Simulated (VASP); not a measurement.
Write the native input for VASP 6.6.1 that does the following.

```
Task                   : single point
Functional             : PBE
Dispersion             : D3(BJ)
Potentials or basis    : VASP PAW PBE potentials, release 64 (Mo_sv, S)
Cutoff                 : 520 eV
k mesh                 : 10 × 10 × 2
Occupations            : gaussian, width 0.05 eV
Spin                   : no spin polarisation
Dipole correction      : no
Further INCAR settings : ALGO = Normal; EDIFF = 1e-06; NBANDS = 49
```

The structure of MoS2 lies in POSCAR:

```
MoS2
1.0
   -1.5764743774     -2.7305337185      0.0000000000
    1.5764743774     -2.7305337185      0.0000000000
    0.5254914591     -0.9101779062     17.9896049492
Mo S
3 6
Direct
    1.0000000000      0.7222109095      0.8333672715
    0.3333333333      0.2777664651      0.1667006048
    0.6666666667      0.4999886873      0.5000339382
    1.0000000000      0.8043636245      0.5869091264
    0.3333333333      0.0265858467      0.9202424598
    0.6666666667      0.5821414023      0.2535757931
    1.0000000000      0.8623087993      0.4130736021
    0.3333333333      0.0845310215      0.7464069354
    0.6666666667      0.6400865771      0.0797402687
```

This cell differs from its parent crystal: the part above a cut slid along it.

These files were run (other wordings do the same):

INCAR

```
SYSTEM = MoS2
PREC = Accurate
ENCUT = 520
EDIFF = 1E-6
ISMEAR = 0
SIGMA = 0.05
LREAL = .FALSE.
LASPH = .TRUE.
NELM = 100
ALGO = Normal
ISIF = 2
LWAVE = .FALSE.
LCHARG = .TRUE.
GGA = PE
IVDW = 12
LELF = .TRUE.
LVHAR = .TRUE.
NBANDS = 49
```

KPOINTS

```
Automatic mesh
0
G
  10 10 2
  0 0 0
```

Potentials or basis: VASP PAW PBE potentials, release 64 (Mo_sv, S).

Launch:

```console
$ cat potpaw_PBE.64/Mo_sv/POTCAR potpaw_PBE.64/S/POTCAR > POTCAR
$ mpirun -np 1 vasp_std > vasp.out
```

Results of the run:

```yaml
Pressure: 0.2 GPa
Largest_force: 0.298 eV/Å
Band_gap_on_the_k_mesh: 0.76 eV (least direct gap 1.92 eV)
Dispersion_energy_per_atom: -0.440 eV
```

Caveat: the cell differs from its parent crystal (the part above a cut slid along it); semilocal functionals underestimate gaps, and a narrow one can read as zero.

Wall time 27 min on 1 thread of Oxide Virtual Turin-like Processor (shared host), peak memory 0.64 GiB.
